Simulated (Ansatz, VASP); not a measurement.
One calculation of InPd, two programs

```
CELL_PARAMETERS angstrom
3.27188 0.00000 0.00000
0.00000 3.27188 0.00000
0.00000 0.00000 3.27188
ATOMIC_POSITIONS crystal
In 0.00000 0.00000 0.00000
Pd 0.50000 0.50000 0.50000
```

Alike in both runs: task relaxation of cell and atoms; functional PBE; dispersion D3(BJ); k mesh 8 × 8 × 8; occupations fermi-dirac, width 0.05 eV; no spin polarisation.

```csv
,VASP,Ansatz
version,VASP 6.6.1,Ansatz 0.2.0
potentials or method,"VASP PAW PBE potentials, release 64 (In_d, Pd)",Ansatz PAW
plane-wave cutoff (eV),600,420
valence electrons in the cell,23,31
```

|  | VASP | Ansatz | Ansatz less VASP |
| --- | --- | --- | --- |
| gap on the k mesh at the Fermi level, each at its own relaxed structure (eV) | none | none | - |
| relaxed volume (Å³/atom) | 17.32 | 17.31 | -0.014 |
| relaxed cell length with the largest relative difference (Å) | 3.260 | 3.259 | -0.0009 |

A gap of «none» marks a metal or a gap that the smearing closes. VASP's potentials hold 23 valence electrons a cell and Ansatz's 31, so a difference there can come from the potentials and not from the codes.

Noted on Ansatz's run: the plane-wave basis is chosen anew once the cell has moved, so the energies of steps on either side of that aren't comparable.
